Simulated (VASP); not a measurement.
# Te2Mo: single point with LDA

Te2Mo:

```
CELL_PARAMETERS angstrom
3.47065 0.00000 0.00000
-1.73533 3.00567 0.00000
0.00000 0.00000 13.78474
ATOMIC_POSITIONS crystal
Te 0.66667 0.33333 0.37900
Te 0.33333 0.66667 0.87900
Te 0.66667 0.33333 0.12100
Te 0.33333 0.66667 0.62100
Mo 0.66667 0.33333 0.75000
Mo 0.33333 0.66667 0.25000
```

```json
{
 "Program": "VASP 6.6.1",
 "Task": "single point",
 "Functional": "LDA",
 "Potentials or basis": "VASP PAW LDA potentials, release 64 (Te, Mo_sv)",
 "Cutoff": "520 eV",
 "k mesh": "9 × 9 × 2",
 "Occupations": "fermi-dirac, width 0.05 eV",
 "Spin": "no spin polarisation"
}
```

| Item | Value |
| --- | --- |
| Pressure | 1.6 GPa |
| Largest force | 0.347 eV/Å |
| Band gap on the k mesh | 0.72 eV (least direct gap 1.09 eV) |

Forces in eV/Å, atoms in the order of the input:
```
Te   0.000  0.000  0.347
Te   0.000  0.000  0.347
Te   0.000  0.000 -0.347
Te   0.000  0.000 -0.347
Mo   0.000  0.000  0.000
Mo   0.000  0.000  0.000
```

Stress tensor (GPa, compression positive):
```
1.13 0.00 0.00
0.00 1.13 0.00
0.00 0.00 2.45
```

Levels at points of the mesh, in eV from the valence-band top:
```tsv
k point	band 24	band 25	band 26	band 27	band 28	band 29
(0.00, 0.00, 0.00)	-1.10	-0.29	0.00	3.02	3.02	3.16
(0.00, 0.00, 0.50)	-1.12	-0.08	-0.08	3.06	3.06	3.06
```

Run time: 5.1 min on 1 thread of Intel Xeon 8259CL, with other jobs on the host, peak memory 0.28 GiB.

Caveat: semilocal functionals underestimate gaps, and a narrow one can read as zero; spin-orbit coupling is left out, which moves the levels of the heavy elements. A k mesh can miss the band edges.
